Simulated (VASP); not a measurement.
Here is a VASP 6.6.1 calculation.

The input INCAR:

```
  PREC = Accurate
  ENCUT = 500
  EDIFF = 1E-6
  ISMEAR = -1
  SIGMA = 0.05
  LREAL = False
  LASPH = True
  NELM = 120
  ALGO = Normal
  ISIF = 2
  LWAVE = False
  LCHARG = False
  GGA = CA
  NBANDS = 15
  GGA_COMPAT = False
```

The input KPOINTS:

```
Automatic mesh
0
Gamma
  7 7 7
```

POSCAR

```
RbCl
1.0
    0.0000000000      3.3170838881      3.3170838881
    3.3170838881      0.0000000000      3.3170838881
    3.3170838881      3.3170838881      0.0000000000
Rb Cl
1 1
Direct
    0.0000000000      0.0000000000      0.0000000000
    0.5000000000      0.5000000000      0.5000000000
```

Potentials or basis: VASP PAW LDA potentials, release 64 (Rb_sv, Cl).

The run is started by

```console
$ cat potpaw_LDA.64/Rb_sv/POTCAR potpaw_LDA.64/Cl/POTCAR > POTCAR
$ mpirun -np 1 vasp_std > vasp.out
```

Estimate the band gap on the k mesh.

4.49 eV.

What does it give for the pressure?

-1.9 GPa.

Caveat: an odd mesh through Γ misses points on the zone boundary, where band edges can lie.
